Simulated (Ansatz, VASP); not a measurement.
**One calculation of Co, two programs**

INCAR

```
PREC     = Accurate       # precision mode
ENCUT    = 690            # plane-wave cutoff, eV
EDIFF    = 1E-6           # SCF threshold, eV
ISMEAR   = -1             # smearing method
SIGMA    = 0.1            # smearing width, eV
LREAL    = False          # projectors in reciprocal space
LASPH    = True           # aspherical terms in the spheres
NELM     = 120            # most SCF steps
ALGO     = Normal         # electronic algorithm
ISIF     = 2              # what is computed and relaxed
LWAVE    = False          # write WAVECAR
LCHARG   = False          # write CHGCAR
NBANDS   = 14             # bands
GGA_COMPAT= False
```

File KPOINTS:

```
regular mesh
0
Gamma
  18 18 18
```

Contents of POSCAR:

```
Co
1.0
   -1.3311050095      1.3311050095      1.3311050095
    1.3311050095     -1.3311050095      1.3311050095
    1.3311050095      1.3311050095     -1.3311050095
Co
1
Direct
    0.0000000000      0.0000000000      0.0000000000
```

Input for Ansatz:

```yaml
crystal:
  lattice:
    - [-1.3311050095, 1.3311050095, 1.3311050095]
    - [1.3311050095, -1.3311050095, 1.3311050095]
    - [1.3311050095, 1.3311050095, -1.3311050095]
  atoms:
    - { symbol: Co, position: [0.0, 0.0, 0.0] }
hamiltonian:
  xc: lda
  pseudopotentials:
    kind: paw
    azcp:
      Co: "pseudopotentials/Co.paw.azcp"
basis:
  ecutwfc: 420
  fft_grid_basis: typed
kpoints:
  mp_grid: { grid: [18, 18, 18], shift: [0, 0, 0] }
magnetization:
  spin_polarized: false
scf:
  occupations: { method: fermi_dirac, width: 0.1 }
  lower_state_search: "off"
output:
  stress: true
```

Alike in both runs: task single point; functional LDA; k mesh 18 × 18 × 18; occupations fermi-dirac, width 0.1 eV; no spin polarisation.

```csv
,VASP,Ansatz
version,VASP 6.6.1,Ansatz 0.2.0
potentials or method,"VASP PAW LDA potentials, release 64 (Co_sv), cutoff 690 eV","plane waves (420 eV) with PAW, scalar-relativistic"
valence electrons in the cell,17,17
```

Ansatz gave:

| Item | Value |
| --- | --- |
| pressure (GPa) | 13.2 |

**Question.** Estimate VASP's values.

**Answer.** Pressure (GPa): 12.3.

Ansatz warns that its potentials were made for another functional, while VASP's fit it. LDA's correlation is that of Perdew and Zunger in VASP and of Perdew and Wang (1992) in Ansatz.
